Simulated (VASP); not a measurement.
Wanted: the native input for a VASP 6.6.1 run.

```
Task                   : relaxation of shape and atoms at fixed volume
Functional             : PBE
Dispersion             : D3(BJ)
Potentials or basis    : VASP PAW PBE potentials, release 64 (Te)
Cutoff                 : 600 eV
k mesh                 : 12 × 12 × 8
Occupations            : gaussian, width 0.1 eV
Spin                   : no spin polarisation
Dipole correction      : no
Further INCAR settings : ALGO = Normal; EDIFF = 1e-07; IBRION = 2; EDIFFG = -0.01; NSW = 50; ISIF = 4
```

The structure of Te lies in POSCAR:

```
Te
1.0
    4.2729904341      0.0000000000      0.0000000000
   -2.1364952170      3.7005182661      0.0000000000
    0.0000000000      0.0000000000      5.9088319071
Te
3
Direct
    0.2847541133      0.0000000000      0.3333333333
    0.0000000000      0.2847541133      0.6666666667
    0.7152458867      0.7152458867      0.0000000000
```

These files were run (other wordings do the same):

INCAR

```
PREC = Accurate
ENCUT = 600
EDIFF = 1E-7
ISMEAR = 0
SIGMA = 0.1
LREAL = F
LASPH = T
NELM = 100
ALGO = Normal
ISIF = 4
LWAVE = F
LCHARG = F
GGA = PE
IVDW = 12
IBRION = 2
NSW = 50
EDIFFG = -0.01
```

KPOINTS

```
Automatic mesh
0
Gamma
  12 12 8
```

Potentials or basis: VASP PAW PBE potentials, release 64 (Te).

The run is started by

```bash
$ cat potpaw_PBE.64/Te/POTCAR > POTCAR
$ mpirun -np 1 vasp_std > vasp.out
```

Results of the run:

```json
{"Energy gained by relaxing": "2.3 meV/atom", "Ionic steps": "6", "Pressure after relaxing": "1.1 GPa", "Band gap on the k mesh": "zero (filled and empty bands touch)", "Dispersion energy per atom": "-0.471 eV"}
```

Caveat: spin-orbit coupling is left out, which moves the levels of the heavy elements.

Run time: 8.8 min on 1 thread of Intel(R) Xeon(R) 6975P-C (Granite Rapids) (shared host), peak memory 0.36 GiB.
